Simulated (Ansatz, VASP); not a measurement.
ZrPbO4: VASP beside Ansatz

File INCAR:

```
SYSTEM = ZrPbO4
  PREC = Accurate
  ENCUT = 520
  EDIFF = 1E-6
  ISMEAR = 0
  SIGMA = 0.1
  LREAL = .False.
  LASPH = .True.
  NELM = 150
  ALGO = Normal
  ISIF = 2
  LWAVE = .False.
  LCHARG = .True.
  ISPIN = 2
  MAGMOM = 1 0 0 0 0 0
  LORBIT = 11
  LMAXMIX = 4
  GGA = PE
  LELF = .True.
  LVHAR = .True.
  NBANDS = 38
```

The input KPOINTS:

```
regular mesh
0
Gamma
  6 6 4
  0 0 0
```

File POSCAR:

```
ZrPbO4
1.0
    3.7133663885      0.0000000000      0.0000000000
    0.0000000000      3.7133663885      0.0000000000
    0.0000000000      0.0000000000      5.2759346313
Zr Pb O
1 1 4
Direct
    0.5000000000      0.5000000000      0.5000000000
    0.0000000000      0.0000000000      0.0000000000
    0.5000000000      0.0000000000      0.7393261927
    0.0000000000      0.5000000000      0.2606738073
    0.5000000000      0.0000000000      0.2606738073
    0.0000000000      0.5000000000      0.7393261927
```

Input for Ansatz:

```yaml
crystal:
  lattice:
    - [3.7133663885, 0.0, 0.0]
    - [0.0, 3.7133663885, 0.0]
    - [0.0, 0.0, 5.2759346313]
  atoms:
    - { symbol: Zr, position: [0.5, 0.5, 0.5], spin: 1.0 }
    - { symbol: Pb, position: [0.0, 0.0, 0.0] }
    - { symbol: O, position: [0.5, 0.0, 0.7393261927] }
    - { symbol: O, position: [0.0, 0.5, 0.2606738073] }
    - { symbol: O, position: [0.5, 0.0, 0.2606738073] }
    - { symbol: O, position: [0.0, 0.5, 0.7393261927] }
basis:
  ecutwfc: 420
kpoints:
  mp_grid: { grid: [6, 6, 4] }
hamiltonian:
  xc: pbe
scf:
  occupations: { method: gaussian, width: 0.1 }
  lower_state_search: "off"
output:
  forces: true
  stress: true
  eigenvalues: true
  populations: true
magnetization:
  spin_polarized: true
```

Change from the starting cell: species swapped into the CePrO4 type (P4/mmm, No. 123).

Alike in both runs: task single point; functional PBE; k mesh 6 × 6 × 4; occupations gaussian, width 0.1 eV; collinear spin.

|  | VASP | Ansatz |
| --- | --- | --- |
| version | VASP 6.6.1 | Ansatz 0.2.0 |
| potentials or method | VASP PAW PBE potentials, release 64 (Zr_sv, Pb_d, O), cutoff 520 eV | scalar-relativistic, plane waves, PAW |
| valence electrons in the cell | 50 | 50 |

|  | VASP | Ansatz | Ansatz less VASP |
| --- | --- | --- | --- |
| gap on the k mesh at the Fermi level (eV) | none | none | - |
| pressure (GPa) | 0.2 | 0.0 | -0.25 |
| net moment per atom (μB) | 0.00 | 0.00 | 0.000 |

A gap of «none» marks a metal or a gap that the smearing closes. Ansatz's warnings: seeded moment not kept.

Spin-orbit coupling is off throughout.
